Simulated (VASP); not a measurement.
# TmHOs (P4/mmm) in VASP: a series of runs, part 2 of 2

VASP 6.6.1.

## (3) Relaxation of shape and atoms at fixed volume, PBE (14.58 Å³/atom)

This run uses another cell than the first one, of 14.58 Å³/atom.

File INCAR:

```
  PREC = Accurate
  ENCUT = 600
  EDIFF = 1E-7
  ISMEAR = 0
  SIGMA = 0.1
  LREAL = F
  LASPH = T
  NELM = 200
  ALGO = Normal
  ISIF = 4
  LWAVE = F
  LCHARG = F
  GGA = PE
  IBRION = 2
  NSW = 50
  EDIFFG = -0.01
  GGA_COMPAT = F
  NELMIN = 4
  LMAXMIX = 6
```

File KPOINTS:

```
regular mesh
0
Gamma
  10 10 10
```

File POSCAR:

```
TmHOs
1.0
    3.4871201722      0.0000000000      0.0000000000
    0.0000000000      3.4871201722      0.0000000000
    0.0000000000      0.0000000000      3.5970281346
Tm H Os
1 1 1
Direct
    0.5000000000      0.5000000000      0.5000000000
    0.0000000000      0.0000000000      0.5000000000
    0.0000000000      0.0000000000      0.0000000000
```

Potentials or basis: VASP PAW PBE potentials, release 64 (Tm_3, H, Os), 4f in core.

Started as:

```console
> cat potpaw_PBE.64/Tm_3/POTCAR potpaw_PBE.64/H/POTCAR potpaw_PBE.64/Os/POTCAR > POTCAR
> mpirun -np 1 vasp_std > vasp.out
```

OUTCAR:

```text
PREC = Accurate
   ENCUT = 600
   EDIFF = 1E-7
   ISMEAR = 0
   LREAL = F
   LASPH = T
   NELM = 200
   ISIF = 4
   GGA = PE
   IBRION = 2
   NSW = 50
   EDIFFG = -0.01
   NELMIN = 4

 ion  position               nearest neighbor table
   1  0.500  0.500  0.500-   3 3.05   3 3.05   3 3.05   3 3.05   3 3.05   3 3.05   3 3.05   3 3.05

   2  0.000  0.000  0.500-   3 1.80   3 1.80
   3  0.000  0.000  0.000-   2 1.80   2 1.80   1 3.05   1 3.05   1 3.05   1 3.05   1 3.05   1 3.05
                             1 3.05   1 3.05

  LATTYP: Found a simple tetragonal cell.
 ALAT       =     3.4871201722
 C/A-ratio  =     1.0315182606

  Lattice vectors:

 A1 = (   3.4871201722,   0.0000000000,   0.0000000000)
 A2 = (   0.0000000000,   3.4871201722,   0.0000000000)
 A3 = (   0.0000000000,   0.0000000000,   3.5970281346)
[... 274 lines left out ...]
      3     -19.8454      2.00000
      4      -5.0036      2.00000
      5      -0.2824      2.00000
      6       1.4357      2.00000
      7       3.7297      2.00000
      8       3.7297      2.00000
      9       4.2126      2.00000
     10       7.6671      0.00000
     11       7.7639      0.00000
     12      11.0653      0.00000
     13      11.0789      0.00000
[... 354 lines left out ...]
  band No.  band energies     occupation
      1     -20.0854      2.00000
      2     -19.9468      2.00000
      3     -19.8627      2.00000
      4      -4.3542      2.00000
      5       0.2582      2.00000
      6       1.8618      2.00000
      7       3.5116      2.00000
      8       3.6810      2.00000
      9       4.2044      2.00000
     10       6.9098      0.00000
     11       7.7459      0.00000
     12       7.9590      0.00000
     13       8.4438      0.00000

 [... further k-points ...]

------------------------ aborting loop because EDIFF is reached ----------------------------------------

  FORCE on cell =-STRESS in cart. coord.  units (eV):
  Direction    XX          YY          ZZ          XY          YZ          ZX
  --------------------------------------------------------------------------------------
  -------------------------------------------------------------------------------------
  Total       -1.7853479     -1.7853479     -1.7880961      0.0000000      0.0000000      0.0000000
  in kB      -65.3966921    -65.3966921    -65.4973574      0.0000000      0.0000000      0.0000000
  external PRESSURE =     -65.4302472 kB  Pullay stress =       0.0000000 kB
[... 18 lines left out ...]
  FREE ENERGIE OF THE ION-ELECTRON SYSTEM (eV)
  ---------------------------------------------------
  free  energy   TOTEN  =       -19.8490282657 eV

  energy  without entropy=      -19.8412530139  energy(sigma->0) =      -19.84514064

 reached required accuracy - stopping structural energy minimisation
```

OSZICAR:

```text
N       E                     dE             d eps       ncg     rms          rms(c)
DAV:   1     0.102989875401E+03    0.10299E+03   -0.88937E+03  3300   0.148E+03
[... 23 lines left out ...]
       N       E                     dE             d eps       ncg     rms          rms(c)
DAV:   1    -0.198490933343E+02   -0.99738E-04   -0.64920E-03  3466   0.674E-01    0.557E-02
DAV:   2    -0.198490472553E+02    0.46079E-04   -0.19107E-04  4963   0.157E-01    0.405E-02
DAV:   3    -0.198490342843E+02    0.12971E-04   -0.37114E-05  5292   0.486E-02    0.171E-02
DAV:   4    -0.198490285295E+02    0.57549E-05   -0.81753E-06  4945   0.251E-02    0.797E-03
DAV:   5    -0.198490282512E+02    0.27826E-06   -0.10404E-06  4607   0.953E-03    0.308E-03
DAV:   6    -0.198490282657E+02   -0.14546E-07   -0.41928E-08  2158   0.214E-03
   3 F= -.19849028E+02 E0= -.19845141E+02  d E =-.177377E-03
```

Run time: 85 s. Hardware: 1 thread of AMD EPYC 9R45 (Zen 5), shared host; peak memory 0.23 GiB.

Results:

| Quantity | Value |
| --- | --- |
| Free energy | -19.8490 eV |
| Energy gained by relaxing | 0.1 meV/atom |
| Ionic steps | 3 |
| Pressure after relaxing | -6.5 GPa |
| Band gap on the k mesh | zero (bands 9 and 10 overlap by 1.50 eV) |

The path:
```csv
step,energy change (eV),largest force (eV/Å),pressure (GPa),volume (Å³)
1,0.0000,0.0000,-6.65,43.74
2,-0.0001,0.0000,-6.57,43.74
3,-0.0002,0.0000,-6.54,43.74
```

Final structure:
```xyz
3
Lattice="3.4915 0.0000 0.0000 0.0000 3.4915 0.0000 0.0000 0.0000 3.5880" Properties=species:S:1:pos:R:3 pbc="T T T"
Tm    1.7457    1.7457    1.7940
H     0.0000    0.0000    1.7940
Os    0.0000    0.0000    0.0000
```

Levels at points of the mesh, in eV from the Fermi level:
| k point | band 5 | band 6 | band 7 | band 8 | band 9 | band 10 | band 11 | band 12 | band 13 |
| --- | --- | --- | --- | --- | --- | --- | --- | --- | --- |
| (0.00, 0.00, 0.00) | -4.84 | -3.12 | -0.83 | -0.83 | -0.34 | 3.11 | 3.21 | 6.51 | 6.52 |
| (0.50, 0.00, 0.00) | -2.86 | -2.63 | -1.13 | -0.63 | -0.34 | 0.95 | 1.22 | 2.19 | 2.39 |
| (0.50, 0.50, 0.00) | -3.27 | -2.07 | -2.07 | 0.92 | 0.96 | 1.29 | 1.29 | 4.40 | 6.52 |
| (0.00, 0.00, 0.50) | -3.60 | -1.96 | -1.18 | -1.18 | -0.47 | 0.14 | 0.77 | 2.99 | 2.99 |
| (0.50, 0.00, 0.50) | -3.94 | -3.90 | -2.17 | -1.53 | -0.54 | 1.06 | 1.50 | 3.73 | 6.19 |
| (0.50, 0.50, 0.50) | -2.20 | -2.20 | -1.68 | -0.42 | -0.42 | -0.37 | 1.02 | 2.78 | 7.27 |

Caveat: spin-orbit coupling is left out, which moves the levels of the heavy elements; the 4f electrons are frozen in the core, so they carry no moment and show no levels.
